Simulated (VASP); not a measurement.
Here is a VASP 6.6.1 calculation.

File POSCAR:

```
Rh
1.0
   -0.6012098189      1.6533270021      1.6533270021
    1.6533270021     -0.6012098189      1.6533270021
    1.6533270021      1.6533270021     -0.6012098189
Rh
1
Direct
    0.0000000000      0.0000000000      0.0000000000
```

Contents of INCAR.step1:

```
SYSTEM = Rh
PREC = Accurate
ENCUT = 520
ISMEAR = 0
SIGMA = 0.15
LREAL = .False.
LASPH = .True.
NELM = 60
NBANDS = 14
GGA = PE
ALGO = Normal
EDIFF = 1E-4
LWAVE = .True.
LCHARG = .False.
```

Contents of INCAR.step2:

```
SYSTEM = Rh
PREC = Accurate
ENCUT = 520
EDIFF = 1E-6
ISMEAR = 0
SIGMA = 0.15
LREAL = .False.
LASPH = .True.
NELM = 60
ALGO = Normal
ISIF = 2
LWAVE = .False.
LCHARG = .False.
METAGGA = R2SCAN
LMIXTAU = .True.
NBANDS = 14
ISTART = 1
```

The input KPOINTS:

```
regular mesh
0
Gamma
  8 8 8
  0 0 0
```

Potentials or basis: VASP PAW PBE potentials, release 64 (Rh_pv).

Launch:

```console
$ cat potpaw_PBE.64/Rh_pv/POTCAR > POTCAR
$ cp INCAR.step1 INCAR
$ mpirun -np 1 vasp_std > vasp.out
$ cp INCAR.step2 INCAR
$ mpirun -np 1 vasp_std > vasp.out
```

Question: Estimate the pressure.

Answer: 38.9 GPa.

Stress tensor (GPa, compression positive):
```
38.88  0.17  0.17
 0.17 38.88  0.17
 0.17  0.17 38.88
```

Caveat: the PAW data sets were made with another functional, which shifts forces and pressure a little.
